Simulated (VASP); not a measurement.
Write the native input for VASP 6.6.1 that does the following.

```yaml
Task: electric field gradients
Functional: PBE
Potentials_or_basis: VASP PAW PBE potentials, release 64 (Sn_d, Te)
Cutoff: 520 eV
k_mesh: 11 × 11 × 11
Occupations: fermi-dirac, width 0.08 eV
Spin: no spin polarisation
Dipole_correction: no
Further_INCAR_settings: ALGO = Normal; EDIFF = 1e-08; NBANDS = 17
```

The structure of SnTe lies in POSCAR:

```
SnTe
1.0
    0.0000000000      3.1565000000      3.1249350000
    3.1565000000      0.0000000000      3.1249350000
    3.1565000000      3.1565000000      0.0000000000
Sn Te
1 1
Direct
    0.0000000000      0.0000000000      0.0000000000
    0.5000000000      0.5000000000      0.5000000000
```

This cell differs from its parent crystal: zz strain of -1 %.

The input as run:

INCAR

```
PREC = Accurate
ENCUT = 520
EDIFF = 1E-8
ISMEAR = -1
SIGMA = 0.08
LREAL = False
LASPH = True
NELM = 100
ALGO = Normal
ISIF = 2
LWAVE = False
LCHARG = False
GGA = PE
LEFG = True
NBANDS = 17
```

KPOINTS

```
regular mesh
0
Gamma
  11 11 11
```

Potentials or basis: VASP PAW PBE potentials, release 64 (Sn_d, Te).

The run is started by

```bash
$ cat potpaw_PBE.64/Sn_d/POTCAR potpaw_PBE.64/Te/POTCAR > POTCAR
$ mpirun -np 1 vasp_std > vasp.out
```

Results of the run:

The pressure is 2.5 GPa, the band gap on the k mesh is 0.42 eV and the largest electric field gradient by atom is Sn -15.1; Te -3.9 V/Å².

Caveat: the cell differs from its parent crystal (zz strain of -1 %); without QUAD_EFG the Cq values of the log hold for a quadrupole moment of 1 mb, not for the nuclei; spin-orbit coupling is left out, which moves the levels of the heavy elements; an odd mesh through Γ misses points on the zone boundary, where band edges can lie.

It took 2.4 min on 1 thread of Intel(R) Xeon(R) Platinum 8375C CPU @ 2.90GHz (Ice Lake), with other jobs on the host, peak memory 0.29 GiB.
